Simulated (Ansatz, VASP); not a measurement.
Two plane-wave programs on H2CO

```
O C H
1.0
     8.48093    0.00000    0.00000
     0.00000    8.48093    0.00000
     0.00000    0.00000    8.48093
O C H
10 10 20
Direct
  0.46545 0.43101 0.87558
  0.82571 0.16668 0.59413
  0.58269 0.73078 0.60978
  0.73682 0.72486 0.09142
  0.18039 0.37048 0.29858
  0.18102 0.14429 0.81722
  0.09754 0.86130 0.36026
  0.78680 0.17056 0.09885
  0.12252 0.66432 0.85750
  0.53544 0.41613 0.33924
  0.46386 0.56040 0.93538
  0.90910 0.16006 0.47861
  0.63174 0.81565 0.50632
  0.74685 0.83279 0.99934
  0.26859 0.29418 0.21709
  0.28215 0.16424 0.72021
  0.12753 0.79522 0.23786
  0.75506 0.23992 0.97891
  0.11841 0.58200 0.74180
  0.56492 0.36561 0.46857
  0.46715 0.66767 0.86095
  0.46378 0.57626 0.06534
  0.87568 0.08927 0.37467
  0.02141 0.22571 0.47131
  0.73325 0.89502 0.52626
  0.57468 0.82236 0.38889
  0.65485 0.92538 0.99487
  0.84807 0.84416 0.91748
  0.31453 0.33950 0.10425
  0.30580 0.17346 0.25220
  0.39779 0.10221 0.72376
  0.27001 0.24704 0.61914
  0.14662 0.86048 0.12586
  0.13913 0.66543 0.22721
  0.78922 0.36428 0.95805
  0.68780 0.18175 0.88302
  0.14330 0.62996 0.62280
  0.08554 0.45557 0.74820
  0.62082 0.43771 0.56122
  0.53510 0.24274 0.50117
```

Alike in both runs: functional r2SCAN; k mesh 1 × 1 × 1; occupations fermi-dirac, width 0.02 eV; no spin polarisation.

Ansatz relaxed the structure, and its values are those at the end. VASP's run is a single point on that final structure, the one shown.

```csv
,VASP,Ansatz
version,VASP 6.6.1,Ansatz 0.2.0
potentials or method,"VASP PAW PBE potentials, release 64 (O, C, H), cutoff 520 eV","scalar-relativistic, plane waves, PAW"
valence electrons in the cell,120,120
```

|  | VASP | Ansatz | Ansatz less VASP |
| --- | --- | --- | --- |
| rms of the force components (eV/Å) | 0.266 | 0.095 | -0.1714 |

VASP's potentials were made for PBE, not for r2SCAN. One of these differences is far larger than is usual between the two programs; its cause wasn't traced.

Noted on VASP's run: the standard files for N, O and F lose accuracy on very short bonds.
